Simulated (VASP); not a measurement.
The system is Cu4Mo.

```xyz
5
Lattice="-2.0677 2.0677 3.7882 2.0677 -2.0677 3.7882 2.0677 2.0677 -3.7882" Properties=species:S:1:pos:R:3 pbc="T T T"
Cu    0.0000    0.0000    5.6684
Cu    0.0000    2.0677    0.0000
Cu    2.0677    0.0000    0.0000
Cu    0.0000    0.0000    1.9081
Mo    0.0000    0.0000    0.0000
```

The cell was built from a structure type or drawn by symmetry, and may not be a known phase.

| Property | Result |
| --- | --- |
| Program | VASP 6.6.1 |
| Task | relaxation of cell and atoms |
| Functional | PBE |
| Potentials or basis | VASP PAW PBE potentials, release 64 (Cu, Mo_sv) |
| Cutoff | 600 eV |
| k mesh | 6 × 6 × 6 |
| Occupations | gaussian, width 0.1 eV |
| Spin | no spin polarisation |

At the start: pressure 80.5 GPa; volume 12.96 Å³/atom.

**Question.** How do energy, volume and symmetry change on relaxing?

**Answer.** Over 21 steps the energy falls by 1687.3 meV/atom and the volume is 16.18 Å³/atom (+24.9 %); space group I4/mmm (No. 139, to 0.1 Å) before and after.

The path:
```csv
step,energy change (eV),largest force (eV/Å),pressure (GPa),volume (Å³)
1,0.0000,12.9980,80.51,64.79
2,-3.4402,0.5623,-11.68,146.07
3,-6.8962,0.2234,-4.17,94.33
4,-6.9601,0.2957,-2.77,92.25
5,-7.0128,0.6195,2.07,86.77
6,-7.0180,0.5543,1.34,87.61
7,-7.5170,0.9219,-3.54,90.21
8,-7.6290,1.2913,-5.56,91.67
9,-8.0183,1.7947,-1.85,85.08
10,-8.0898,2.0128,7.92,76.29
11,-8.1532,2.1220,2.42,80.05
12,-8.3783,0.5754,3.60,78.43
13,-8.3832,0.2366,3.76,78.16
14,-8.4310,0.1802,0.39,80.62
15,-8.4331,0.1697,-0.09,81.17
16,-8.4294,0.1504,-1.22,82.27
17,-8.4332,0.1648,-0.57,81.43
18,-8.4333,0.1665,-0.46,81.33
19,-8.4332,0.1677,-0.36,81.26
20,-8.4359,0.0759,-0.13,81.04
21,-8.4363,0.0166,0.25,80.90
```

Final structure:
```
Cu Mo
1.0
    -2.37023    2.37023    3.60011
     2.37023   -2.37023    3.60011
     2.37023    2.37023   -3.60011
Cu Mo
4 1
Direct
  0.66339 0.66339 0.00000
  0.50000 0.00000 0.50000
  0.00000 0.50000 0.50000
  0.33661 0.33661 0.00000
  0.00000 0.00000 0.00000
```

Caveat: the volume moved by over 15 % at a fixed basis, so the end points are rough.
